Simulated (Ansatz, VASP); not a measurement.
## Two plane-wave programs on BN

```
B N
1.0
     0.00000    1.75248    1.80482
     1.75248    0.00000    1.80482
     1.75248    1.75248    0.00000
B N
1 1
Direct
  0.00000 0.00000 0.00000
  0.25000 0.25000 0.25000
```

Change from the starting cell: biaxial_xy strain -2.9%.

Alike in both runs: task single point; functional HSE06; k mesh 8 × 8 × 8; no spin polarisation.

```csv
,VASP,Ansatz
version,VASP 6.6.1,Ansatz 0.2.0
potentials or method,"VASP PAW PBE potentials, release 64 (B, N)","plane waves, PAW"
plane-wave cutoff (eV),520,420
occupations,"gaussian, width 0.01 eV",fixed
valence electrons in the cell,8,8
```

|  | VASP | Ansatz | Ansatz less VASP |
| --- | --- | --- | --- |
| gap on the k mesh at the Fermi level (eV) | 5.57 | 5.58 | +0.015 |
| pressure (GPa) | 21.7 | 21.0 | -0.69 |
| traceless stress, the component that is largest in VASP (GPa) | -13.99 | -13.99 | -0.001 |

Ansatz's warnings: stress exchange threshold loose, stress scf threshold loose.
